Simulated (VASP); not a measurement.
Wanted: the native input for a VASP 6.6.1 run.

- Task: single point
- Functional: PBE
- Potentials or basis: VASP PAW PBE potentials, release 64 (Ba_sv, Mn_pv, Li_sv, F)
- Cutoff: 750 eV
- k mesh: 4 × 4 × 2
- Occupations: fermi-dirac, width 0.0391 eV
- Spin: no spin polarisation
- Dipole correction: no
- Further INCAR settings: ALGO = Normal; EDIFF = 1e-06; NBANDS = 43

The structure of BaLiMnF lies in POSCAR:

```
BaLiMnF
1.0
    4.0973319764      0.0000000000      0.0000000000
    0.0000000000      4.0973319764      0.0000000000
    0.0000000000      0.0000000000      9.5700149791
Ba Mn Li F
2 2 2 2
Direct
    0.2500000000      0.2500000000      0.3268479812
    0.7500000000      0.7500000000      0.6731520188
    0.2500000000      0.7500000000      0.0000000000
    0.7500000000      0.2500000000      0.0000000000
    0.7500000000      0.7500000000      0.1442574857
    0.2500000000      0.2500000000      0.8557425143
    0.2500000000      0.7500000000      0.5000000000
    0.7500000000      0.2500000000      0.5000000000
```

The input as run:

INCAR

```
PREC     = Accurate       # precision mode
ENCUT    = 750            # plane-wave cutoff, eV
EDIFF    = 1E-6           # SCF threshold, eV
ISMEAR   = -1             # smearing method
SIGMA    = 0.0391         # smearing width, eV
LREAL    = F              # projectors in reciprocal space
LASPH    = T              # aspherical terms in the spheres
NELM     = 120            # most SCF steps
ALGO     = Normal         # electronic algorithm
ISIF     = 2              # what is computed and relaxed
LWAVE    = F              # write WAVECAR
LCHARG   = T              # write CHGCAR
GGA      = PE             # functional
LELF     = T              # ELF
LVHAR    = T            
NBANDS   = 43             # bands
GGA_COMPAT= F
```

KPOINTS

```
regular mesh
0
Gamma
  4 4 2
```

Potentials or basis: VASP PAW PBE potentials, release 64 (Ba_sv, Mn_pv, Li_sv, F).

Launch:

```sh
$ cat potpaw_PBE.64/Ba_sv/POTCAR potpaw_PBE.64/Mn_pv/POTCAR potpaw_PBE.64/Li_sv/POTCAR potpaw_PBE.64/F/POTCAR > POTCAR
$ mpirun -np 1 vasp_std > vasp.out
```

It gave:

```yaml
Pressure: 0.6 GPa
Largest_force: 0.134 eV/Å
Band_gap_on_the_k_mesh: zero (bands 33 and 34 overlap by 0.57 eV)
```

Caveat: the k points lie up to 0.38 Å⁻¹ apart, too coarse for converged energies and pressures of a metal; spin-orbit coupling is left out, which moves the levels of the heavy elements; the run has no spin polarisation, though such a crystal can be magnetic.

Wall time 5.8 min on 1 thread of Intel Xeon 8259CL (shared host), peak memory 0.46 GiB.
